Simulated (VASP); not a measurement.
# TaN in VASP: a series of runs, part 2 of 2

VASP 6.6.1. The steps go on from the part before.

## Step 4: Single point, PBE

This run uses another cell than the first one: it holds 12 atoms, not 6.

Input file INCAR:

```
  PREC = Accurate
  ENCUT = 520
  EDIFF = 1E-7
  ISMEAR = 0
  SIGMA = 0.2
  LREAL = False
  LASPH = True
  NELM = 60
  ALGO = Normal
  ISIF = 2
  LWAVE = False
  LCHARG = False
  GGA = PE
  NBANDS = 60
```

Input file KPOINTS:

```
regular mesh
0
Gamma
  8 4 4
```

Input file POSCAR:

```
TaN
1.0
    0.0000000000      0.0000000000      2.9217628315
    5.2639435748      0.0000000000      0.0000000000
    0.0000000000      9.1174177197      0.0000000000
Ta N
6 6
Direct
    0.0000000000      0.5000000000      0.5000000000
    0.0000000000      0.0000000000      0.0000000000
    0.5000000000      1.0000000000      0.3333333333
    0.5000000000      0.5000000000      0.8333333333
    0.5000000000      0.5000000000      0.1666666667
    0.5000000000      0.0000000000      0.6666666667
    0.0000000000      0.5000000000      1.0000000000
    0.0000000000      1.0000000000      0.5000000000
    0.0000000000      0.2500000000      0.2500000000
    0.0000000000      0.7500000000      0.7500000000
    0.0000000000      0.7500000000      0.2500000000
    0.0000000000      0.2500000000      0.7500000000
```

Potentials or basis: VASP PAW PBE potentials, release 64 (Ta_pv, N).

Run with:

```bash
cat potpaw_PBE.64/Ta_pv/POTCAR potpaw_PBE.64/N/POTCAR > POTCAR
mpirun -np 1 vasp_std > vasp.out
```

OUTCAR:

```text
PREC = Accurate
   ENCUT = 520
   EDIFF = 1E-7
   ISMEAR = 0
   LREAL = False
   LASPH = True
   NELM = 60
   ISIF = 2
   GGA = PE

 ion  position               nearest neighbor table
   1  0.000  0.500  0.500-   9 2.63  10 2.63  11 2.63  12 2.63   8 2.63   8 2.63   4 3.37   5 3.37
                             4 3.37   5 3.37   6 3.37   6 3.37   3 3.37   3 3.37   3 3.37   6 3.37
   2  0.000  0.000  0.000-   9 2.63  10 2.63  11 2.63  12 2.63   7 2.63   7 2.63   3 3.37   6 3.37
                             3 3.37   6 3.37   5 3.37   4 3.37   5 3.37   4 3.37   5 3.37   4 3.37
   3  0.500  0.000  0.333-   9 2.11  11 2.11   9 2.11  11 2.11   8 2.11   8 2.11   5 3.04   5 3.04
                             6 3.04   2 3.37   2 3.37   1 3.37   1 3.37   1 3.37   1 3.37
   4  0.500  0.500  0.833-  10 2.11  12 2.11  10 2.11  12 2.11   7 2.11   7 2.11   6 3.04   6 3.04
                             5 3.04   1 3.37   1 3.37   2 3.37   2 3.37   2 3.37   2 3.37
   5  0.500  0.500  0.167-   9 2.11  11 2.11   9 2.11  11 2.11   7 2.11   7 2.11   3 3.04   3 3.04
                             4 3.04   1 3.37   1 3.37   2 3.37   2 3.37   2 3.37   2 3.37
   6  0.500  0.000  0.667-  10 2.11  12 2.11  10 2.11  12 2.11   8 2.11   8 2.11   4 3.04   4 3.04
                             3 3.04   2 3.37   2 3.37   1 3.37   1 3.37   1 3.37   1 3.37
   7  0.000  0.500  0.000-   4 2.11   5 2.11   4 2.11   5 2.11   2 2.63   2 2.63
   8  0.000  0.000  0.500-   3 2.11   6 2.11   3 2.11   6 2.11   1 2.63   1 2.63
   9  0.000  0.250  0.250-   3 2.11   5 2.11   3 2.11   5 2.11   1 2.63   2 2.63
  10  0.000  0.750  0.750-   4 2.11   6 2.11   4 2.11   6 2.11   1 2.63   2 2.63
  11  0.000  0.750  0.250-   3 2.11   5 2.11   3 2.11   5 2.11   1 2.63   2 2.63
  12  0.000  0.250  0.750-   4 2.11   6 2.11   4 2.11   6 2.11   1 2.63   2 2.63

  LATTYP: Found a simple orthorhombic cell.
 ALAT       =     2.9217628315
 B/A-ratio  =     1.8016327397
 C/A-ratio  =     3.1205194417

  Lattice vectors:

 A1 = (   0.0000000000,   0.0000000000,   2.9217628315)
 A2 = (   5.2639435748,   0.0000000000,   0.0000000000)
 A3 = (   0.0000000000,   9.1174177197,   0.0000000000)

Analysis of symmetry for initial positions (statically):
=====================================================================
 Subroutine PRICEL returns following result:

[... 191 lines left out ...]
 number of electron      95.9999987 magnetization

 Free energy of the ion-electron system (eV)
  ---------------------------------------------------
  ext. energy  EPLUGINS =         0.00000000
  ---------------------------------------------------
  free energy    TOTEN  =      -129.62960360 eV

  energy without entropy =     -129.59265605  energy(sigma->0) =     -129.61112983

 E-fermi :   7.8396     XC(G=0): -12.8655

 val. band max:        7.8319314656   @ k =   0.2500   0.0000   0.2500
 cond. band min:       7.8832341709   @ k =   0.3750   0.0000   0.0000
 fundamental gap:      0.0513027052
 Fermi energy:         7.8395958463

 k-point     1 :       0.0000    0.0000    0.0000
  band No.  band energies     occupation
      1     -28.4312      2.00000
      2     -28.3745      2.00000
      3     -28.3744      2.00000
      4     -28.2699      2.00000
      5     -28.0971      2.00000
      6     -28.0221      2.00000
[... 1501 lines left out ...]
     59      11.0178      0.00000
     60      11.1878      0.00000

 [... further k-points ...]

------------------------ aborting loop because EDIFF is reached ----------------------------------------

  FORCE on cell =-STRESS in cart. coord.  units (eV):
  Direction    XX          YY          ZZ          XY          YZ          ZX
  --------------------------------------------------------------------------------------
  -------------------------------------------------------------------------------------
  Total        0.1696628      0.3999898      0.9921714      0.0000000      0.0000000      0.0000000
  in kB        1.9385149      4.5701606     11.3362460      0.0000000      0.0000000      0.0000000
  external PRESSURE =       5.9483071 kB  Pullay stress =       0.0000000 kB

 VOLUME and BASIS-vectors are now :
 -----------------------------------------------------------------------------
  energy-cutoff  :      520.00
  volume of cell :      140.23
      direct lattice vectors                 reciprocal lattice vectors
     0.000000000  0.000000000  2.921762832     0.000000000  0.000000000  0.342259128
     5.263943575  0.000000000  0.000000000     0.189971641  0.000000000  0.000000000
     0.000000000  9.117417720  0.000000000     0.000000000  0.109680178  0.000000000

 POSITION                                       TOTAL-FORCE (eV/Angst)
 -----------------------------------------------------------------------------------
      2.63197      4.55871      0.00000         0.000000      0.000000      0.000000
      0.00000      0.00000      0.00000         0.000000      0.000000      0.000000
      0.00000      3.03914      1.46088         0.000000     -0.016570      0.000000
      2.63197      7.59785      1.46088        -0.000000     -0.016570      0.000000
      2.63197      1.51957      1.46088        -0.000000      0.016570      0.000000
      0.00000      6.07828      1.46088         0.000000      0.016570      0.000000
      2.63197      0.00000      0.00000         0.000000      0.000000      0.000000
      0.00000      4.55871      0.00000         0.000000      0.000000      0.000000
      1.31599      2.27935      0.00000         0.000000      0.000000      0.000000
      3.94796      6.83806      0.00000         0.000000      0.000000      0.000000
      3.94796      2.27935      0.00000        -0.000000      0.000000      0.000000
      1.31599      6.83806      0.00000        -0.000000      0.000000      0.000000
 -----------------------------------------------------------------------------------
    total drift:                                0.000000      0.000000      0.000000

  FREE ENERGIE OF THE ION-ELECTRON SYSTEM (eV)
  ---------------------------------------------------
  free  energy   TOTEN  =      -129.6296035960 eV

  energy  without entropy=     -129.5926560545  energy(sigma->0) =     -129.61112983
```

OSZICAR:

```text
N       E                     dE             d eps       ncg     rms          rms(c)
DAV:   1     0.983065582062E+03    0.98307E+03   -0.52170E+04  5472   0.168E+03
DAV:   2    -0.696387766434E+02   -0.10527E+04   -0.10126E+04  6088   0.498E+02
DAV:   3    -0.148721986809E+03   -0.79083E+02   -0.77305E+02  6448   0.128E+02
DAV:   4    -0.151159408907E+03   -0.24374E+01   -0.23944E+01  6648   0.208E+01
DAV:   5    -0.151231135035E+03   -0.71726E-01   -0.71328E-01  6792   0.294E+00    0.617E+01
DAV:   6    -0.130732242458E+03    0.20499E+02   -0.11816E+02  6896   0.423E+01    0.266E+01
DAV:   7    -0.130128763402E+03    0.60348E+00   -0.12715E+01  7032   0.171E+01    0.135E+01
DAV:   8    -0.129744625092E+03    0.38414E+00   -0.33875E+00  6868   0.653E+00    0.396E+00
DAV:   9    -0.129630675859E+03    0.11395E+00   -0.56910E-01  6948   0.423E+00    0.683E-01
DAV:  10    -0.129630519359E+03    0.15650E-03   -0.57269E-02  6820   0.947E-01    0.296E-01
DAV:  11    -0.129629706873E+03    0.81249E-03   -0.98200E-03  6964   0.436E-01    0.926E-02
DAV:  12    -0.129629603080E+03    0.10379E-03   -0.61932E-04  7060   0.121E-01    0.230E-02
DAV:  13    -0.129629603669E+03   -0.58905E-06   -0.48842E-05  6968   0.298E-02    0.111E-02
DAV:  14    -0.129629603842E+03   -0.17263E-06   -0.36103E-06  7192   0.915E-03    0.302E-03
DAV:  15    -0.129629603677E+03    0.16504E-06   -0.24530E-07  5248   0.261E-03    0.150E-03
DAV:  16    -0.129629603596E+03    0.80592E-07   -0.43894E-08  4264   0.108E-03
   1 F= -.12962960E+03 E0= -.12961113E+03  d E =-.369475E-01
```

It took 10 min on 1 thread of Oxide Virtual Turin-like, shared host; peak memory 0.38 GiB.

Results:

| Quantity | Value |
| --- | --- |
| Free energy | -129.6296 eV |
| Pressure | 0.6 GPa |
| Largest force | 0.017 eV/Å |
| Band gap on the k mesh | zero (band 48 reaches 8.79 eV, above the bottom of band 49 at 7.13 eV) |

Forces in eV/Å, atoms in the order of the input:
```
Ta   0.000  0.000  0.000
Ta   0.000  0.000  0.000
Ta   0.000 -0.017  0.000
Ta   0.000 -0.017  0.000
Ta   0.000  0.017  0.000
Ta   0.000  0.017  0.000
N    0.000  0.000  0.000
N    0.000  0.000  0.000
N    0.000  0.000  0.000
N    0.000  0.000  0.000
N    0.000  0.000  0.000
N    0.000  0.000  0.000
```

Caveat: spin-orbit coupling is left out, which moves the levels of the heavy elements.

## Step 5: The runs side by side

| cell | k mesh | smearing | gap on the mesh (eV) | pressure (GPa) |
| --- | --- | --- | --- | --- |
| a = 5.276, b = 5.276, c = 2.916 Å, angles 90.0, 90.0, 120.0°, 6 atoms | 4 × 4 × 6 | gaussian 0.1 eV | none | 0.7 |
| a = 5.276, b = 5.276, c = 2.916 Å, angles 90.0, 90.0, 120.0°, 6 atoms | 6 × 6 × 6 | gaussian 0.1 eV | none | 0.6 |
| a = 2.922, b = 5.264, c = 9.117 Å, 12 atoms | 8 × 4 × 4 | gaussian 0.2 eV | none | 0.6 |

Alike in all rows: task single point; level PBE; potentials or basis VASP PAW PBE potentials, release 64 (Ta_pv, N); no spin polarisation; cutoff (eV) 520.

Caveats: spin-orbit coupling is left out, which moves the levels of the heavy elements.

Absolute energies hang on the potentials; compare differences alone.
